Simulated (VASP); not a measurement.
# HfO2: single point with r2SCAN

The system is HfO2.

```
Hf O
1.0
     0.00000   -2.52916   -2.52916
    -2.52916    0.00000   -2.52916
     2.52916    2.52916   -5.05832
Hf O
2 4
Direct
  0.48386 0.48386 0.50000
  0.01614 0.01614 0.00000
  0.12304 0.12304 0.62500
  0.62696 0.62696 0.12500
  0.37696 0.37696 0.87500
  0.87304 0.87304 0.37500
```

This cell differs from its parent crystal: atoms displaced along a vibrational mode.

| Property | Result |
| --- | --- |
| Program | VASP 6.6.1 |
| Task | single point |
| Functional | r2SCAN |
| Potentials or basis | VASP PAW PBE potentials, release 64 (Hf_pv, O) |
| Cutoff | 520 eV |
| k mesh | 6 × 6 × 8 |
| Occupations | gaussian, width 0.05 eV |
| Spin | no spin polarisation |
| Dipole correction | no |
| Further INCAR settings | ALGO = Normal; EDIFF = 1e-06; NBANDS = 31 |

| Item | Value |
| --- | --- |
| Pressure | -3.0 GPa |
| Largest force | 0.534 eV/Å |
| Band gap on the k mesh | 4.37 eV |

Forces on the atoms (eV/Å):
```
Hf  -0.226 -0.226 -0.428
Hf   0.226  0.226  0.428
O    0.053  0.053 -0.007
O    0.067  0.067  0.042
O   -0.053 -0.053  0.007
O   -0.067 -0.067 -0.042
```

Stress tensor (GPa, compression positive):
```
-2.95  0.36  0.53
 0.36 -2.95  0.53
 0.53  0.53 -3.23
```

Levels at points of the mesh, in eV from the valence-band top:
| k point | band 19 | band 20 | band 21 | band 22 | band 23 | band 24 | band 25 | band 26 |
| --- | --- | --- | --- | --- | --- | --- | --- | --- |
| (0.00, 0.00, 0.00) | -1.90 | -0.69 | -0.66 | -0.62 | 4.51 | 4.51 | 5.21 | 5.28 |
| (0.50, 0.00, 0.00) | -1.37 | -1.25 | -1.17 | -1.11 | 4.91 | 5.10 | 5.71 | 5.73 |
| (0.50, 0.50, 0.00) | -1.92 | -1.52 | -1.44 | 0.00 | 4.37 | 5.17 | 5.24 | 6.10 |
| (0.00, 0.00, 0.50) | -1.57 | -1.54 | -1.31 | -1.29 | 5.10 | 5.14 | 5.30 | 5.33 |
| (0.50, 0.00, 0.50) | -1.91 | -1.50 | -1.40 | 0.00 | 4.37 | 5.17 | 5.20 | 6.10 |
| (0.50, 0.50, 0.50) | -1.45 | -1.41 | -1.15 | -1.11 | 4.86 | 5.26 | 5.65 | 5.66 |

Run time: 4.9 min on 1 thread of Intel(R) Xeon(R) 6975P-C (Granite Rapids), with other jobs on the host, peak memory 0.3 GiB.

Caveat: the cell differs from its parent crystal (atoms displaced along a vibrational mode); the cell stands under tension; the PAW data sets were made with another functional, which shifts forces and pressure a little; spin-orbit coupling is left out, which moves the levels of the heavy elements. A k mesh can miss the band edges.
